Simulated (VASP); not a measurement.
# Rb (Pm-3m) in VASP: single point with PBE

Aim: the single point of Rb with PBE.

Everything below comes from runs of VASP 6.6.1. Logs are shortened: lines on timing, memory, paths and dates and some standing lists are left out, and cuts for length are marked.

## (1) The cell of the first run

The structure is cubic, space group Pm-3m (No. 221). The conventional cell has a = 4.619 Å, b = 4.619 Å, c = 4.619 Å, α = 90.00°, β = 90.00°, γ = 90.00°.

## (2) Single point, PBE, collinear spin, ferromagnetic start

File INCAR:

```
SYSTEM = Rb
PREC = Accurate
ENCUT = 520
EDIFF = 1E-6
ISMEAR = -1
SIGMA = 0.08
LREAL = .FALSE.
LASPH = .TRUE.
NELM = 150
ALGO = Normal
ISIF = 2
LWAVE = .FALSE.
LCHARG = .FALSE.
ISPIN = 2
MAGMOM = 0.2
LORBIT = 11
GGA = PE
NBANDS = 14
```

File KPOINTS:

```
regular mesh
0
G
  9 9 9
  0 0 0
```

File POSCAR:

```
Rb
1.0
    4.6186908080      0.0000000000      0.0000000000
    0.0000000000      4.6186908080      0.0000000000
    0.0000000000      0.0000000000      4.6186908080
Rb
1
Direct
    0.0000000000      0.0000000000      0.0000000000
```

Potentials or basis: VASP PAW PBE potentials, release 64 (Rb_sv).

Command:

```
> cat potpaw_PBE.64/Rb_sv/POTCAR > POTCAR
> mpirun -np 1 vasp_std > vasp.out
```

OUTCAR:

```text
SYSTEM = Rb
   PREC = Accurate
   ENCUT = 520
   EDIFF = 1E-6
   ISMEAR = -1
   LREAL = .FALSE.
   LASPH = .TRUE.
   NELM = 150
   ISIF = 2
   ISPIN = 2
   LORBIT = 11
   GGA = PE

 ion  position               nearest neighbor table
   1  0.000  0.000  0.000-

  LATTYP: Found a simple cubic cell.
 ALAT       =     4.6186908080

  Lattice vectors:

 A1 = (   4.6186908080,   0.0000000000,   0.0000000000)
 A2 = (   0.0000000000,   4.6186908080,   0.0000000000)
 A3 = (   0.0000000000,   0.0000000000,   4.6186908080)

Analysis of symmetry for initial positions (statically):
=====================================================================
 Subroutine PRICEL returns:
 Original cell was already a primitive cell.

 Routine SETGRP: Setting up the symmetry group for a
 simple cubic supercell.

 Subroutine GETGRP returns: Found 48 space group operations
 (whereof 48 operations were pure point group operations)
 out of a pool of 48 trial point group operations.

The static configuration has the point symmetry O_h .

Analysis of symmetry for dynamics (positions and initial velocities):
=====================================================================
 Subroutine PRICEL returns:
 Original cell was already a primitive cell.

 Routine SETGRP: Setting up the symmetry group for a
 simple cubic supercell.

 Subroutine GETGRP returns: Found 48 space group operations
 (whereof 48 operations were pure point group operations)
 out of a pool of 48 trial point group operations.

The dynamic configuration has the point symmetry O_h .

Analysis of structural, dynamic, and magnetic symmetry:
=====================================================================
 Subroutine PRICEL returns:
 Original cell was already a primitive cell.

 Routine SETGRP: Setting up the symmetry group for a
 simple cubic supercell.

 Subroutine GETGRP returns: Found 48 space group operations
 (whereof 48 operations were pure point group operations)
 out of a pool of 48 trial point group operations.

The overall configuration has the point symmetry O_h .

 Subroutine INISYM returns: Found 48 space group operations
 (whereof 48 operations are pure point group operations),
 and found     1 'primitive' translations

----------------------------------------------------------------------------------------

                                     Primitive cell

  volume of cell :      98.5273

  direct lattice vectors                    reciprocal lattice vectors
     4.618690808  0.000000000  0.000000000     0.216511570  0.000000000  0.000000000
     0.000000000  4.618690808  0.000000000     0.000000000  0.216511570  0.000000000
     0.000000000  0.000000000  4.618690808     0.000000000  0.000000000  0.216511570

  length of vectors
[... 118 lines left out ...]
 number of electron       9.0000000 magnetization      -0.0002768

 number of electron       9.0000000 magnetization       0.0007234

 Free energy of the ion-electron system (eV)
  ---------------------------------------------------
  ext. energy  EPLUGINS =         0.00000000
  ---------------------------------------------------
  free energy    TOTEN  =        -0.84987853 eV

  energy without entropy =       -0.83035876  energy(sigma->0) =       -0.84011865

 E-fermi :  -0.1406     XC(G=0):  -5.2657

 val. band max:       -0.1696714355   @ k =   0.3333   0.3333   0.1111
 cond. band min:      -0.0985751892   @ k =   0.4444   0.2222   0.0000
 fundamental gap:      0.0710962463
 Fermi energy:        -0.1406314724

 spin component 1

 k-point     1 :       0.0000    0.0000    0.0000
  band No.  band energies     occupation
      1     -29.2183      1.00000
      2     -13.2501      1.00000
      3     -13.2501      1.00000
      4     -13.2501      1.00000
      5      -2.0092      1.00000
      6       2.1907      0.00000
      7       2.1907      0.00000
      8       5.5444      0.00000
      9       5.5444      0.00000
     10       5.5444      0.00000
     11       5.6739      0.00000
     12       5.6739      0.00000
     13       5.6739      0.00000
     14       6.9035      0.00000
[... 379 lines left out ...]
      3     -13.3244      1.00000
      4     -13.2461      1.00000
      5       0.3667      0.00176
      6       1.0382      0.00000
      7       2.2445      0.00000
      8       2.8108      0.00000
      9       4.1007      0.00000
     10       4.3449      0.00000
     11       6.1981      0.00000
     12       6.5174      0.00000
     13       6.6911      0.00000
     14       8.2213      0.00000

 [... further k-points ...]

 spin component 2

 k-point     1 :       0.0000    0.0000    0.0000
  band No.  band energies     occupation
      1     -29.2172      1.00000
      2     -13.2497      1.00000
      3     -13.2497      1.00000
      4     -13.2497      1.00000
      5      -2.0082      1.00000
      6       2.1913      0.00000
      7       2.1913      0.00000
      8       5.5451      0.00000
      9       5.5451      0.00000
     10       5.5451      0.00000
     11       5.6740      0.00000
     12       5.6740      0.00000
     13       5.6740      0.00000
     14       6.9037      0.00000
[... 379 lines left out ...]
      3     -13.3241      1.00000
      4     -13.2457      1.00000
      5       0.3675      0.00174
      6       1.0390      0.00000
      7       2.2454      0.00000
      8       2.8115      0.00000
      9       4.1011      0.00000
     10       4.3452      0.00000
     11       6.1986      0.00000
     12       6.5177      0.00000
     13       6.6912      0.00000
     14       8.2223      0.00000

 [... further k-points ...]
[... 5 lines left out ...]
  --------------------------------------------------------------------------------------
  -------------------------------------------------------------------------------------
  Total        0.0018691      0.0018691      0.0018691      0.0000000      0.0000000     -0.0000000
  in kB        0.0303939      0.0303939      0.0303939      0.0000000      0.0000000     -0.0000000
  external PRESSURE =       0.0303939 kB  Pullay stress =       0.0000000 kB

 VOLUME and BASIS-vectors are now :
 -----------------------------------------------------------------------------
  energy-cutoff  :      520.00
  volume of cell :       98.53
      direct lattice vectors                 reciprocal lattice vectors
     4.618690808  0.000000000  0.000000000     0.216511570  0.000000000  0.000000000
     0.000000000  4.618690808  0.000000000     0.000000000  0.216511570  0.000000000
     0.000000000  0.000000000  4.618690808     0.000000000  0.000000000  0.216511570

 POSITION                                       TOTAL-FORCE (eV/Angst)
 -----------------------------------------------------------------------------------
      0.00000      0.00000      0.00000         0.000000      0.000000      0.000000
 -----------------------------------------------------------------------------------
    total drift:                                0.000000      0.000000     -0.000000

  FREE ENERGIE OF THE ION-ELECTRON SYSTEM (eV)
  ---------------------------------------------------
  free  energy   TOTEN  =        -0.8498785326 eV

  energy  without entropy=       -0.8303587598  energy(sigma->0) =       -0.84011865

 total charge

# of ion       s       p       d       tot
------------------------------------------
    1        1.966   5.318   0.005   7.289

 magnetization (x)

# of ion       s       p       d       tot
------------------------------------------
    1        0.000  -0.000   0.000  -0.000
```

Wall time 55 s (1 thread of Intel Xeon Platinum 8259CL at 2.50GHz (Skylake/Cascade Lake), shared host); peak memory 0.27 GiB.

Results:

- Free energy: -0.8499 eV
- Pressure: 0.0 GPa
- Net moment: 0.00 μB per cell
- Valence electrons inside the program's atomic spheres: Rb 7.29
